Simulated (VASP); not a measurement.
Write the native input for VASP 6.6.1 that does the following.

```yaml
Task: single point
Functional: PBE
Potentials_or_basis: VASP PAW PBE potentials, release 64 (Bi_d, Te)
Cutoff: 520 eV
k_mesh: 8 × 8 × 6
Occupations: gaussian, width 0.05 eV
Spin: no spin polarisation
Dipole_correction: no
Further_INCAR_settings: ALGO = Normal; EDIFF = 1e-06; NBANDS = 29
```

The structure of BiTe lies in POSCAR:

```
BiTe
1.0
    4.1949357470      0.0000000000      0.0000000000
   -2.0974678735      3.6329209241      0.0000000000
    0.0000000000      0.0000000000      8.7122958338
Bi Te
2 2
Direct
    0.3333333333      0.6666666667      0.2500000000
    0.6857372806      0.3333333333      0.7500000000
    0.0000000000      0.0000000000      0.0000000000
    0.0000000000      0.0000000000      0.5000000000
```

This cell differs from its parent crystal: atom 2 (Bi) moved 0.08 Å along x.

One way to write it, as run:

INCAR

```
SYSTEM = BiTe
  PREC = Accurate
  ENCUT = 520
  EDIFF = 1E-6
  ISMEAR = 0
  SIGMA = 0.05
  LREAL = .False.
  LASPH = .True.
  NELM = 100
  ALGO = Normal
  ISIF = 2
  LWAVE = .False.
  LCHARG = .False.
  GGA = PE
  NBANDS = 29
```

KPOINTS

```
regular mesh
0
Gamma
  8 8 6
  0 0 0
```

Potentials or basis: VASP PAW PBE potentials, release 64 (Bi_d, Te).

Run with:

```bash
$ cat potpaw_PBE.64/Bi_d/POTCAR potpaw_PBE.64/Te/POTCAR > POTCAR
$ mpirun -np 1 vasp_std > vasp.out
```

Results of the run:

```json
{
  "Pressure": "0.0 GPa",
  "Largest force": "0.118 eV/Å",
  "Band gap on the k mesh": "zero (bands 21 and 22 overlap by 2.51 eV)"
}
```

Caveat: the cell differs from its parent crystal (atom 2 (Bi) moved 0.08 Å along x); spin-orbit coupling is left out, which moves the levels of the heavy elements.

Wall time 10 min on 1 thread of AMD EPYC 7R13, with other jobs on the host, peak memory 0.57 GiB.
